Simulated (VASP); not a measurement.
# P (P4/mmm) in VASP: notebook

The runs below take P through single point, with PBE.

All numbers are computed with VASP 6.6.1; they aren't measurements. Logs are shortened: lines on timing, memory, paths and dates and some standing lists are left out, and cuts for length are marked.

## (1) The cell of the first run

It takes space group P4/mmm (No. 123, tetragonal). Conventional cell: a = 4.361 Å, b = 4.361 Å, c = 4.203 Å, α = 90.00°, β = 90.00°, γ = 90.00°. P (site symmetry 4/mmm) has 6 P at 4.20 to 4.36 Å within 5.5 Å.

## (2) Single point, PBE (z stretched by -4 % at fixed volume)

INCAR reads:

```
SYSTEM = P
PREC = Accurate
ENCUT = 520
EDIFF = 1E-6
ISMEAR = -1
SIGMA = 0.08
LREAL = .False.
LASPH = .True.
NELM = 80
ALGO = Normal
ISIF = 2
LWAVE = .False.
LCHARG = .True.
GGA = PE
LELF = .True.
LVHAR = .True.
NBANDS = 8
```

KPOINTS reads:

```
Automatic mesh
0
Gamma
  10 10 9
  0 0 0
```

POSCAR reads:

```
P
1.0
    4.3610152585      0.0000000000      0.0000000000
    0.0000000000      4.3610152585      0.0000000000
    0.0000000000      0.0000000000      4.2028800000
P
1
Direct
    0.0000000000      0.0000000000      0.0000000000
```

Potentials or basis: VASP PAW PBE potentials, release 64 (P).

Command:

```bash
cat potpaw_PBE.64/P/POTCAR > POTCAR
mpirun -np 1 vasp_std > vasp.out
```

OUTCAR:

```text
SYSTEM = P
   PREC = Accurate
   ENCUT = 520
   EDIFF = 1E-6
   ISMEAR = -1
   LREAL = .False.
   LASPH = .True.
   NELM = 80
   ISIF = 2
   GGA = PE

 ion  position               nearest neighbor table
   1  0.000  0.000  0.000-

  LATTYP: Found a simple tetragonal cell.
 ALAT       =     4.3610152585
 C/A-ratio  =     0.9637388890

  Lattice vectors:

 A1 = (   4.3610152585,   0.0000000000,   0.0000000000)
 A2 = (   0.0000000000,   4.3610152585,   0.0000000000)
 A3 = (   0.0000000000,   0.0000000000,   4.2028800000)

Analysis of symmetry for initial positions (statically):
=====================================================================
 Subroutine PRICEL returns:
 Original cell was already a primitive cell.

 Routine SETGRP: Setting up the symmetry group for a
 simple tetragonal supercell.

 Subroutine GETGRP returns: Found 16 space group operations
 (whereof 16 operations were pure point group operations)
 out of a pool of 16 trial point group operations.

The static configuration has the point symmetry D_4h.

Analysis of symmetry for dynamics (positions and initial velocities):
=====================================================================
 Subroutine PRICEL returns:
 Original cell was already a primitive cell.

 Routine SETGRP: Setting up the symmetry group for a
 simple tetragonal supercell.

 Subroutine GETGRP returns: Found 16 space group operations
 (whereof 16 operations were pure point group operations)
 out of a pool of 16 trial point group operations.

The dynamic configuration has the point symmetry D_4h.

 Subroutine INISYM returns: Found 16 space group operations
 (whereof 16 operations are pure point group operations),
 and found     1 'primitive' translations

----------------------------------------------------------------------------------------

                                     Primitive cell

  volume of cell :      79.9323

  direct lattice vectors                    reciprocal lattice vectors
     4.361015259  0.000000000  0.000000000     0.229304403  0.000000000  0.000000000
     0.000000000  4.361015259  0.000000000     0.000000000  0.229304403  0.000000000
     0.000000000  0.000000000  4.202880000     0.000000000  0.000000000  0.237932085

  length of vectors
     4.361015259  4.361015259  4.202880000     0.229304403  0.229304403  0.237932085

  position of ions in fractional coordinates (direct lattice)
     0.000000000  0.000000000  0.000000000

  ion indices of the primitive-cell ions
   primitive index   ion index
                 1           1

----------------------------------------------------------------------------------------

 KPOINTS: Automatic mesh

Automatic generation of k-mesh.
 Grid dimensions read from file:
 generate k-points for:   10   10    9

 Generating k-lattice:

  Cartesian coordinates                     Fractional coordinates (reciprocal lattice)
     0.022930440  0.000000000  0.000000000     0.100000000  0.000000000  0.000000000
     0.000000000  0.022930440  0.000000000     0.000000000  0.100000000  0.000000000
     0.000000000  0.000000000  0.026436898     0.000000000  0.000000000  0.111111111

  Length of vectors
     0.022930440  0.022930440  0.026436898

  Shift w.r.t. Gamma in fractional coordinates (k-lattice)
     0.000000000  0.000000000  0.000000000

 Subroutine IBZKPT returns following result:
 ===========================================

 Found    105 irreducible k-points:

 Following reciprocal coordinates:
            Coordinates               Weight
  0.000000  0.000000  0.000000      1.000000
  0.100000  0.000000  0.000000      4.000000
  0.200000  0.000000  0.000000      4.000000
  0.300000  0.000000  0.000000      4.000000
  0.400000  0.000000  0.000000      4.000000
  0.500000  0.000000  0.000000      2.000000
[... 16 lines left out ...]
  0.100000  0.000000  0.111111      8.000000
  0.200000  0.000000  0.111111      8.000000
 [... further k-points ...]
   k-points           NKPTS =    105   k-points in BZ     NKDIM =    105   number of bands    NBANDS=      8
   number of dos      NEDOS =    301   number of ions     NIONS =      1
   total plane-waves  NPLWV =  32768
   dimension x,y,z NGX =    32 NGY =   32 NGZ =   32
   dimension x,y,z NGXF=    64 NGYF=   64 NGZF=   64
   ions per type =               1
   NGX,Y,Z   is equivalent  to a cutoff of  12.20, 12.20, 12.66 a.u.
   NGXF,Y,Z  is equivalent  to a cutoff of  24.40, 24.40, 25.32 a.u.
 SYSTEM =  P
   PREC   = accura    normal or accurate (medium, high low for compatibility)
   ISTART =      0    job   : 0-new  1-cont  2-samecut
   ICHARG =      2    charge: 1-file 2-atom 10-const
   ISPIN  =      1    spin polarized calculation?
   LNONCOLLINEAR =      F non collinear calculations
   LSORBIT =      F    spin-orbit coupling
   LASPH  =      T    aspherical Exc in radial PAW
   ENCUT  =  520.0 eV  38.22 Ry    6.18 a.u.   8.11  8.11  7.81*2*pi/ulx,y,z
   NELM   =     80;   NELMIN=  2; NELMDL= -5     # of ELM steps
   EDIFF  = 0.1E-05   stopping-criterion for ELM
   LREAL  =      F    real-space projection
   EDIFFG = 0.1E-04   stopping-criterion for IOM
   NSW    =      0    number of steps for IOM
   IBRION =     -1    ionic relax: 0-MD 1-quasi-New 2-CG
   NFREE  =      0    steps in history (QN), initial steepest desc. (CG)
   ISIF   =      2    stress and relaxation
   ISYM   =      2    0-nonsym 1-usesym 2-fastsym
   POTIM  = 0.5000    time-step for ionic-motion
   TEBEG  =    0.0;   TEEND  =   0.0 temperature during run
   PSTRESS=    0.0 pullay stress
   NELECT =       5.0000    total number of electrons
   NUPDOWN=      -1.0000    fix difference up-down
   EMIN   =  10.00;   EMAX   =-10.00  energy-range for DOS
   EFERMI =   0.00;   METHOD = LEGACY
   ISMEAR =    -1;   SIGMA  =   0.08  broadening in eV -4-tet -1-fermi 0-gaus
   EFERMI_NEDOS =   21; number of points for ismear=-14 and -15
   IALGO  =     38    algorithm
   IMIX   =      4    mixing-type and parameters
     AMIX     =   0.40;   BMIX     =  1.00
     AMIX_MAG =   1.60;   BMIX_MAG =  1.00
  volume/ion in A,a.u.               =      79.93       539.41
  Fermi-wavevector in a.u.,A,eV,Ry     =   0.649866  1.228069  5.746099  0.422326
  Thomas-Fermi vector in A             =   1.718961
   LORBIT       =      0    0 simple, 1 ext, 2 COOP (PROOUT), +10 PAW based schemes
   GGA     = PE    functional components
   LHFCALC =     F    Hartree Fock is set to
   AEXX    =    0.0000 exact exchange contribution
   IVDW    =     0    specifies the selected vdW correction
   LEPSILON=     F    determine dielectric tensor
   LRPA    =     F    only Hartree local field effects (RPA)
 non-spin polarized calculation
  energy-cutoff  :      520.00
  volume of cell :       79.93
 maximum number of plane-waves:      2196
   NGX = 17   NGY = 17   NGZ = 15

 number of electron       5.0000000 magnetization

 Free energy of the ion-electron system (eV)
  ---------------------------------------------------
  ext. energy  EPLUGINS =         0.00000000
  ---------------------------------------------------
  free energy    TOTEN  =        -1.17053419 eV

  energy without entropy =       -1.09469567  energy(sigma->0) =       -1.13261493

 E-fermi :  -3.0375     XC(G=0):  -4.9414

 val. band max:       -3.0452386169   @ k =   0.5000   0.3000   0.3333
 cond. band min:      -3.0322929818   @ k =   0.3000   0.3000   0.4444
 fundamental gap:      0.0129456351
 Fermi energy:        -3.0374944632

 k-point     1 :       0.0000    0.0000    0.0000
  band No.  band energies     occupation
      1     -11.8035      2.00000
      2      -2.5894      0.00736
      3      -2.5894      0.00736
      4      -2.4229      0.00092
      5       1.6782      0.00000
      6       4.4469      0.00000
      7       4.5762      0.00000
      8       8.8690      0.00000

 k-point     2 :       0.1000    0.0000    0.0000
  band No.  band energies     occupation
      1     -11.7904      2.00000
      2      -2.7394      0.04704
      3      -2.5776      0.00635
      4      -2.4119      0.00080
      5       1.8408      0.00000
      6       4.5528      0.00000
      7       4.6564      0.00000
      8       8.3392      0.00000

 k-point     3 :       0.2000    0.0000    0.0000
  band No.  band energies     occupation
      1     -11.7555      2.00000
      2      -3.0881      1.30589
      3      -2.5462      0.00430
      4      -2.3827      0.00056
      5       2.2365      0.00000
      6       4.7206      0.00000
      7       4.9330      0.00000
      8       7.6236      0.00000

 k-point     4 :       0.3000    0.0000    0.0000
  band No.  band energies     occupation
      1     -11.7113      2.00000
      2      -3.4586      1.98970
      3      -2.5065      0.00262
      4      -2.3459      0.00035
      5       2.7284      0.00000
      6       4.9133      0.00000
      7       5.0589      0.00000
      8       7.0464      0.00000

 k-point     5 :       0.4000    0.0000    0.0000
  band No.  band energies     occupation
      1     -11.6745      2.00000
      2      -3.7253      1.99963
      3      -2.4737      0.00174
      4      -2.3155      0.00024
      5       3.2312      0.00000
      6       4.7835      0.00000
      7       5.0968      0.00000
      8       6.6775      0.00000

 k-point     6 :       0.5000    0.0000    0.0000
  band No.  band energies     occupation
      1     -11.6602      2.00000
      2      -3.8212      1.99989
      3      -2.4609      0.00148
      4      -2.3037      0.00021
      5       3.5250      0.00000
      6       4.5237      0.00000
      7       5.1735      0.00000
      8       6.5508      0.00000

 k-point     7 :       0.1000    0.1000    0.0000
  band No.  band energies     occupation
      1     -11.7773      2.00000
      2      -2.7482      0.05233
      3      -2.7026      0.02997
      4      -2.4010      0.00070
      5       2.0007      0.00000
      6       4.6892      0.00000
      7       4.7041      0.00000
      8       7.8026      0.00000

 k-point     8 :       0.2000    0.1000    0.0000
  band No.  band energies     occupation
      1     -11.7427      2.00000
      2      -3.0730      1.21826
      3      -2.6855      0.02427
      4      -2.3721      0.00049
      5       2.3885      0.00000
      6       4.8275      0.00000
      7       4.9985      0.00000
      8       7.1127      0.00000

 k-point     9 :       0.3000    0.1000    0.0000
  band No.  band energies     occupation
      1     -11.6988      2.00000
      2      -3.4388      1.98683
      3      -2.6408      0.01394
      4      -2.3356      0.00031
      5       2.8690      0.00000
      6       4.9673      0.00000
      7       5.1036      0.00000
      8       6.7406      0.00000

 k-point    10 :       0.4000    0.1000    0.0000
  band No.  band energies     occupation
      1     -11.6623      2.00000
      2      -3.7031      1.99951
      3      -2.6031      0.00873
      4      -2.3055      0.00021
      5       3.3731      0.00000
      6       4.6604      0.00000
      7       5.2191      0.00000
      8       6.5805      0.00000
[... 78 lines left out ...]
 k-point    18 :       0.5000    0.3000    0.0000
  band No.  band energies     occupation
      1     -11.5748      2.00000
      2      -3.6555      1.99912
      3      -3.2266      1.82814
      4      -2.2346      0.00009
      5       3.3587      0.00000
      6       4.6226      0.00000
      7       6.2321      0.00000
      8       6.5554      0.00000

 k-point    19 :       0.4000    0.4000    0.0000
  band No.  band energies     occupation
      1     -11.5541      2.00000
      2      -3.5121      1.99471
      3      -3.4823      1.99233
      4      -2.2180      0.00007
      5       3.1098      0.00000
      6       4.8582      0.00000
      7       6.5386      0.00000
      8       6.6260      0.00000

 k-point    20 :       0.5000    0.4000    0.0000
  band No.  band energies     occupation
      1     -11.5408      2.00000
      2      -3.5866      1.99791
      3      -3.4709      1.99116
      4      -2.2074      0.00006
      5       2.9964      0.00000
      6       4.9886      0.00000
      7       6.6175      0.00000
      8       6.6521      0.00000

 k-point    21 :       0.5000    0.5000    0.0000
  band No.  band energies     occupation
      1     -11.5277      2.00000
      2      -3.5594      1.99707
      3      -3.5594      1.99707
      4      -2.1969      0.00005
      5       2.8659      0.00000
      6       5.1418      0.00000
      7       6.6959      0.00000
      8       6.6959      0.00000

 k-point    22 :       0.0000    0.0000    0.1111
  band No.  band energies     occupation
      1     -11.7821      2.00000
      2      -2.6457      0.01483
      3      -2.5706      0.00582
      4      -2.5706      0.00582
      5       1.8795      0.00000
      6       4.5168      0.00000
      7       4.8018      0.00000
      8       8.4035      0.00000

 k-point    23 :       0.1000    0.0000    0.1111
  band No.  band energies     occupation
      1     -11.7691      2.00000
      2      -2.7254      0.03962
      3      -2.6240      0.01132
      4      -2.5589      0.00503
      5       2.0379      0.00000
      6       4.6281      0.00000
      7       4.8739      0.00000
      8       7.9288      0.00000

 k-point    24 :       0.2000    0.0000    0.1111
  band No.  band energies     occupation
      1     -11.7346      2.00000
      2      -3.0642      1.16509
      3      -2.5919      0.00759
      4      -2.5280      0.00342
      5       2.4223      0.00000
      6       4.8289      0.00000
      7       5.1023      0.00000
      8       7.2869      0.00000

 [... further k-points ...]
[... 5 lines left out ...]
  --------------------------------------------------------------------------------------
  -------------------------------------------------------------------------------------
  Total       -1.6579116     -1.6579116     -1.9532114      0.0000000      0.0000000      0.0000000
  in kB      -33.2314847    -33.2314847    -39.1505286      0.0000000      0.0000000      0.0000000
  external PRESSURE =     -35.2044993 kB  Pullay stress =       0.0000000 kB

 VOLUME and BASIS-vectors are now :
 -----------------------------------------------------------------------------
  energy-cutoff  :      520.00
  volume of cell :       79.93
      direct lattice vectors                 reciprocal lattice vectors
     4.361015259  0.000000000  0.000000000     0.229304403  0.000000000  0.000000000
     0.000000000  4.361015259  0.000000000     0.000000000  0.229304403  0.000000000
     0.000000000  0.000000000  4.202880000     0.000000000  0.000000000  0.237932085

 POSITION                                       TOTAL-FORCE (eV/Angst)
 -----------------------------------------------------------------------------------
      0.00000      0.00000      0.00000         0.000000      0.000000      0.000000
 -----------------------------------------------------------------------------------
    total drift:                                0.000000     -0.000000      0.000000

  FREE ENERGIE OF THE ION-ELECTRON SYSTEM (eV)
  ---------------------------------------------------
  free  energy   TOTEN  =        -1.1705341914 eV

  energy  without entropy=       -1.0946956731  energy(sigma->0) =       -1.13261493
```

Run time: 22 s. Hardware: 1 thread of Intel Xeon Platinum 8488C (Sapphire Rapids), shared host; peak memory 0.2 GiB.

Results:

| Property | Result |
| --- | --- |
| Free energy | -1.1705 eV |
| Pressure | -3.5 GPa |

Stress tensor (GPa, compression positive):
```
-3.32  0.00  0.00
 0.00 -3.32  0.00
 0.00  0.00 -3.92
```

Levels at points of the mesh, in eV from the Fermi level:
| k point | band 1 | band 2 | band 3 | band 4 | band 5 | band 6 | band 7 |
| --- | --- | --- | --- | --- | --- | --- | --- |
| (0.00, 0.00, 0.00) | -8.77 | 0.45 | 0.45 | 0.61 | 4.72 | 7.48 | 7.61 |
| (0.50, 0.00, 0.00) | -8.62 | -0.78 | 0.58 | 0.73 | 6.56 | 7.56 | 8.21 |
| (0.50, 0.50, 0.00) | -8.49 | -0.52 | -0.52 | 0.84 | 5.90 | 8.18 | 9.73 |

## (3) Single point, PBE (x and y stretched by +1.5 %, z held)

INCAR reads:

```
SYSTEM = P
  ALGO = Normal
  EDIFF = 1E-6
  ENCUT = 520
  GGA = PE
  ISIF = 2
  ISMEAR = -1
  LASPH = .TRUE.
  LCHARG = .TRUE.
  LELF = .TRUE.
  LREAL = .FALSE.
  LVHAR = .TRUE.
  LWAVE = .FALSE.
  NBANDS = 8
  NELM = 100
  PREC = Accurate
  SIGMA = 0.08
```

KPOINTS reads:

```
k-points
0
G
  10 10 9
  0 0 0
```

POSCAR reads:

```
P
1.0
    4.3369984303      0.0000000000      0.0000000000
    0.0000000000      4.3369984303      0.0000000000
    0.0000000000      0.0000000000      4.3780000000
P
1
Direct
    0.0000000000      0.0000000000      0.0000000000
```

Potentials or basis: VASP PAW PBE potentials, release 64 (P).

Command:

```bash
cat potpaw_PBE.64/P/POTCAR > POTCAR
mpirun -np 1 vasp_std > vasp.out
```

It took 28 s on 1 thread of Intel Xeon Platinum 8488C (Sapphire Rapids), shared host; peak memory 0.21 GiB.

It converged, with:

| Quantity | Value |
| --- | --- |
| Free energy | -1.1162 eV |
| Pressure | -3.3 GPa |

Stress tensor (GPa, compression positive):
```
-3.35  0.00  0.00
 0.00 -3.35  0.00
 0.00  0.00 -3.17
```

Levels at points of the mesh, in eV from the Fermi level:
```
           k point  band 1  band 2  band 3  band 4  band 5
(0.00, 0.00, 0.00)   -8.74    0.45    0.49    0.49    4.68
(0.50, 0.00, 0.00)   -8.59   -0.77    0.58    0.62    6.52
(0.50, 0.50, 0.00)   -8.45   -0.50   -0.50    0.70    5.95
```

Caveat: the cell differs from its parent crystal (x and y stretched by +1.5 %, z held).
